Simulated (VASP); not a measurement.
# K (Cmcm) in VASP: single point with PBE

Aim: the single point of K with PBE.

Everything below comes from runs of VASP 6.6.1. Logs are shortened: lines on timing, memory, paths and dates and some standing lists are left out, and cuts for length are marked.

**1. The cell of the first run**

It takes space group Cmcm (No. 63, orthorhombic). The conventional cell has a = 4.703 Å, b = 7.705 Å, c = 7.835 Å, α = 90.00°, β = 90.00°, γ = 90.00°.

**2. Single point, PBE (strained and its atoms moved)**

INCAR

```
PREC = Accurate
ENCUT = 520
EDIFF = 1E-6
ISMEAR = 0
SIGMA = 0.1
LREAL = F
LASPH = T
NELM = 60
ALGO = Fast
ISIF = 2
LWAVE = F
LCHARG = F
GGA = PE
NBANDS = 16
```

KPOINTS

```
Automatic mesh
0
Gamma
  10 10 6
```

POSCAR

```
K
1.0
    4.7029613181      0.0000000000      0.0000000000
   -2.3514806590      3.8524783932      0.0000000000
    0.0000000000      0.0000000000      7.8349825016
K
2
Direct
    0.3454564350      0.6909128800      0.2500000000
    0.6545435650      0.3090871200      0.7500000000
```

Potentials or basis: VASP PAW PBE potentials, release 64 (K_sv).

On the command line:

```console
> cat potpaw_PBE.64/K_sv/POTCAR > POTCAR
> mpirun -np 1 vasp_std > vasp.out
```

OUTCAR:

```text
PREC = Accurate
   ENCUT = 520
   EDIFF = 1E-6
   ISMEAR = 0
   LREAL = F
   LASPH = T
   NELM = 60
   ISIF = 2
   GGA = PE

 ion  position               nearest neighbor table
   1  0.345  0.691  0.250-
   2  0.655  0.309  0.750-

  Warning from LATTYP: Monoclinic adjustment (A1->A3, A2->A1, A3->A2)!
  LATTYP: Found a base centered orthorhombic cell.
 ALAT       =     4.7029613181
 B/A-ratio  =     1.6383202551
 C/A-ratio  =     1.6659678810

  Lattice vectors:

 A1 = (   2.3514806590,  -3.8524783932,   0.0000000000)
 A2 = (   2.3514806591,   3.8524783932,   0.0000000000)
 A3 = (   0.0000000000,   0.0000000000,   7.8349825016)

Analysis of symmetry for initial positions (statically):
=====================================================================
 Subroutine PRICEL returns:
 Original cell was already a primitive cell.

 Routine SETGRP: Setting up the symmetry group for a
 base centered orthorhombic supercell.

 Subroutine GETGRP returns: Found  8 space group operations
 (whereof  4 operations were pure point group operations)
 out of a pool of  8 trial point group operations.

The static configuration has the point symmetry C_2h.
 The point group associated with its full space group is D_2h.

Analysis of symmetry for dynamics (positions and initial velocities):
=====================================================================
 Subroutine PRICEL returns:
 Original cell was already a primitive cell.

 Routine SETGRP: Setting up the symmetry group for a
 base centered orthorhombic supercell.

 Subroutine GETGRP returns: Found  8 space group operations
 (whereof  4 operations were pure point group operations)
 out of a pool of  8 trial point group operations.

The dynamic configuration has the point symmetry C_2h.
 The point group associated with its full space group is D_2h.

 Subroutine INISYM returns: Found  8 space group operations
 (whereof  4 operations are pure point group operations),
 and found     1 'primitive' translations

----------------------------------------------------------------------------------------

                                     Primitive cell

  volume of cell :     141.9547

  direct lattice vectors                    reciprocal lattice vectors
     4.702961318  0.000000000  0.000000000     0.212631985  0.129786581  0.000000000
    -2.351480659  3.852478393  0.000000000     0.000000000  0.259573163  0.000000000
     0.000000000  0.000000000  7.834982502     0.000000000  0.000000000  0.127632704

  length of vectors
     4.702961318  4.513430077  7.834982502     0.249112259  0.259573163  0.127632704

  position of ions in fractional coordinates (direct lattice)
     0.345456435  0.690912880  0.250000000
     0.654543565  0.309087120  0.750000000

  ion indices of the primitive-cell ions
   primitive index   ion index
                 1           1
                 2           2

----------------------------------------------------------------------------------------

 KPOINTS: Automatic mesh

Automatic generation of k-mesh.
 Grid dimensions read from file:
 generate k-points for:   10   10    6

 Generating k-lattice:

  Cartesian coordinates                     Fractional coordinates (reciprocal lattice)
     0.021263198  0.012978658  0.000000000     0.100000000 -0.000000000  0.000000000
     0.000000000  0.025957316  0.000000000     0.000000000  0.100000000  0.000000000
     0.000000000  0.000000000  0.021272117     0.000000000  0.000000000  0.166666667

  Length of vectors
     0.024911226  0.025957316  0.021272117

  Shift w.r.t. Gamma in fractional coordinates (k-lattice)
     0.000000000  0.000000000  0.000000000

 Subroutine IBZKPT returns following result:
 ===========================================

 Found    124 irreducible k-points:

 Following reciprocal coordinates:
            Coordinates               Weight
  0.000000  0.000000  0.000000      1.000000
  0.100000  0.000000  0.000000      4.000000
  0.200000  0.000000  0.000000      4.000000
  0.300000  0.000000  0.000000      4.000000
  0.400000  0.000000  0.000000      4.000000
  0.500000  0.000000  0.000000      2.000000
[... 16 lines left out ...]
  0.000000  0.300000  0.000000      2.000000
  0.100000  0.300000  0.000000      4.000000
 [... further k-points ...]
   k-points           NKPTS =    124   k-points in BZ     NKDIM =    124   number of bands    NBANDS=     16
   number of dos      NEDOS =    301   number of ions     NIONS =      2
   total plane-waves  NPLWV =  77760
   dimension x,y,z NGX =    36 NGY =   36 NGZ =   60
   dimension x,y,z NGXF=    72 NGYF=   72 NGZF=  120
   ions per type =               2
   NGX,Y,Z   is equivalent  to a cutoff of  12.73, 13.26, 12.73 a.u.
   NGXF,Y,Z  is equivalent  to a cutoff of  25.45, 26.52, 25.46 a.u.
 SYSTEM =  unknown system
   PREC   = accura    normal or accurate (medium, high low for compatibility)
   ISTART =      0    job   : 0-new  1-cont  2-samecut
   ICHARG =      2    charge: 1-file 2-atom 10-const
   ISPIN  =      1    spin polarized calculation?
   LNONCOLLINEAR =      F non collinear calculations
   LSORBIT =      F    spin-orbit coupling
   LASPH  =      T    aspherical Exc in radial PAW
   ENCUT  =  520.0 eV  38.22 Ry    6.18 a.u.   8.74  8.39 14.57*2*pi/ulx,y,z
   NELM   =     60;   NELMIN=  2; NELMDL= -5     # of ELM steps
   EDIFF  = 0.1E-05   stopping-criterion for ELM
   LREAL  =      F    real-space projection
   EDIFFG = 0.1E-04   stopping-criterion for IOM
   NSW    =      0    number of steps for IOM
   IBRION =     -1    ionic relax: 0-MD 1-quasi-New 2-CG
   NFREE  =      0    steps in history (QN), initial steepest desc. (CG)
   ISIF   =      2    stress and relaxation
   ISYM   =      2    0-nonsym 1-usesym 2-fastsym
   POTIM  = 0.5000    time-step for ionic-motion
   TEBEG  =    0.0;   TEEND  =   0.0 temperature during run
   PSTRESS=    0.0 pullay stress
   NELECT =      18.0000    total number of electrons
   NUPDOWN=      -1.0000    fix difference up-down
   EMIN   =  10.00;   EMAX   =-10.00  energy-range for DOS
   EFERMI =   0.00;   METHOD = LEGACY
   ISMEAR =     0;   SIGMA  =   0.10  broadening in eV -4-tet -1-fermi 0-gaus
   EFERMI_NEDOS =   21; number of points for ismear=-14 and -15
   IALGO  =     68    algorithm
   IMIX   =      4    mixing-type and parameters
     AMIX     =   0.40;   BMIX     =  1.00
     AMIX_MAG =   1.60;   BMIX_MAG =  1.00
  volume/ion in A,a.u.               =      70.98       478.98
  Fermi-wavevector in a.u.,A,eV,Ry     =   0.822462  1.554228  9.203573  0.676444
  Thomas-Fermi vector in A             =   1.933801
   LORBIT       =      0    0 simple, 1 ext, 2 COOP (PROOUT), +10 PAW based schemes
   GGA     = PE    functional components
   LHFCALC =     F    Hartree Fock is set to
   AEXX    =    0.0000 exact exchange contribution
   IVDW    =     0    specifies the selected vdW correction
   LEPSILON=     F    determine dielectric tensor
   LRPA    =     F    only Hartree local field effects (RPA)
 non-spin polarized calculation
 RMM-DIIS sequential band-by-band and
 Gauss-broadening in eV      SIGMA  =   0.10
  energy-cutoff  :      520.00
  volume of cell :      141.95
 maximum number of plane-waves:      3847
   NGX = 17   NGY = 17   NGZ = 29

 number of electron      17.9999998 magnetization

 Free energy of the ion-electron system (eV)
  ---------------------------------------------------
  ext. energy  EPLUGINS =         0.00000000
  ---------------------------------------------------
  free energy    TOTEN  =        -2.08692668 eV

  energy without entropy =       -2.07995059  energy(sigma->0) =       -2.08343864

 E-fermi :  -0.0430     XC(G=0):  -5.7366

 val. band max:       -0.0552653778   @ k =   0.4000   0.0000   0.5000
 cond. band min:      -0.0429576687   @ k =   0.0000   0.2000   0.1667
 fundamental gap:      0.0123077091
 Fermi energy:        -0.0429582275

 k-point     1 :       0.0000    0.0000    0.0000
  band No.  band energies     occupation
      1     -32.1531      2.00000
      2     -32.1494      2.00000
      3     -15.6690      2.00000
      4     -15.6091      2.00000
      5     -15.6058      2.00000
      6     -15.6008      2.00000
[... 8 lines left out ...]
     15       4.3652      0.00000
     16       4.7895      0.00000

 k-point     2 :       0.1000    0.0000    0.0000
  band No.  band energies     occupation
      1     -32.1527      2.00000
      2     -32.1492      2.00000
      3     -15.6669      2.00000
      4     -15.6139      2.00000
      5     -15.6090      2.00000
      6     -15.6063      2.00000
[... 8 lines left out ...]
     15       4.3937      0.00000
     16       4.8104      0.00000

 k-point     3 :       0.2000    0.0000    0.0000
  band No.  band energies     occupation
      1     -32.1516      2.00000
      2     -32.1485      2.00000
      3     -15.6609      2.00000
      4     -15.6302      2.00000
      5     -15.6234      2.00000
      6     -15.6127      2.00000
[... 8 lines left out ...]
     15       4.3583      0.00000
     16       4.5642      0.00000

 k-point     4 :       0.3000    0.0000    0.0000
  band No.  band energies     occupation
      1     -32.1503      2.00000
      2     -32.1477      2.00000
      3     -15.6528      2.00000
      4     -15.6509      2.00000
      5     -15.6435      2.00000
      6     -15.6175      2.00000
[... 8 lines left out ...]
     15       4.4571      0.00000
     16       4.6537      0.00000
[... 324 lines left out ...]
 k-point    22 :      -0.4000    0.2000    0.0000
  band No.  band energies     occupation
      1     -32.1498      2.00000
      2     -32.1474      2.00000
      3     -15.6495      2.00000
      4     -15.6446      2.00000
      5     -15.6419      2.00000
      6     -15.6301      2.00000
[... 8 lines left out ...]
     15       3.5459      0.00000
     16       4.7678      0.00000

 k-point    23 :       0.0000    0.3000    0.0000
  band No.  band energies     occupation
      1     -32.1494      2.00000
      2     -32.1473      2.00000
      3     -15.6573      2.00000
      4     -15.6488      2.00000
      5     -15.6478      2.00000
      6     -15.6224      2.00000
[... 8 lines left out ...]
     15       4.1766      0.00000
     16       4.4551      0.00000

 k-point    24 :       0.1000    0.3000    0.0000
  band No.  band energies     occupation
      1     -32.1485      2.00000
      2     -32.1469      2.00000
      3     -15.6668      2.00000
      4     -15.6595      2.00000
      5     -15.6411      2.00000
      6     -15.6271      2.00000
[... 8 lines left out ...]
     15       3.8032      0.00000
     16       4.4194      0.00000

 [... further k-points ...]

------------------------ aborting loop because EDIFF is reached ----------------------------------------

  FORCE on cell =-STRESS in cart. coord.  units (eV):
  Direction    XX          YY          ZZ          XY          YZ          ZX
  --------------------------------------------------------------------------------------
  -------------------------------------------------------------------------------------
  Total        0.1055786      0.3480790     -0.0196847      0.0000000     -0.0000000      0.0000000
  in kB        1.1916170      3.9286087     -0.2221723      0.0000000     -0.0000000      0.0000000
  external PRESSURE =       1.6326845 kB  Pullay stress =       0.0000000 kB

 VOLUME and BASIS-vectors are now :
 -----------------------------------------------------------------------------
  energy-cutoff  :      520.00
  volume of cell :      141.95
      direct lattice vectors                 reciprocal lattice vectors
     4.702961318  0.000000000  0.000000000     0.212631985  0.129786581  0.000000000
    -2.351480659  3.852478393  0.000000000     0.000000000  0.259573163  0.000000000
     0.000000000  0.000000000  7.834982502     0.000000000  0.000000000  0.127632704

 POSITION                                       TOTAL-FORCE (eV/Angst)
 -----------------------------------------------------------------------------------
     -0.00000      2.66173      1.95875        -0.000000     -0.024056      0.000000
      2.35148      1.19075      5.87624         0.000000      0.024056     -0.000000
 -----------------------------------------------------------------------------------
    total drift:                               -0.000000      0.000000      0.000000

  FREE ENERGIE OF THE ION-ELECTRON SYSTEM (eV)
  ---------------------------------------------------
  free  energy   TOTEN  =        -2.0869266801 eV

  energy  without entropy=       -2.0799505924  energy(sigma->0) =       -2.08343864
```

Wall time 4.3 min (1 thread of Intel Xeon Platinum 8259CL at 2.50GHz (Skylake/Cascade Lake), shared host); peak memory 0.4 GiB.

Results:

```
Free energy            : -2.0869 eV
Pressure               : 0.2 GPa
Largest force          : 0.024 eV/Å
Band gap on the k mesh : zero (band 9 reaches 0.97 eV, above the bottom of band 10 at -1.56 eV)
```

Forces on the atoms (eV/Å):
```
K    0.000 -0.024  0.000
K    0.000  0.024  0.000
```

Caveat: the cell differs from its parent crystal (strained and its atoms moved).
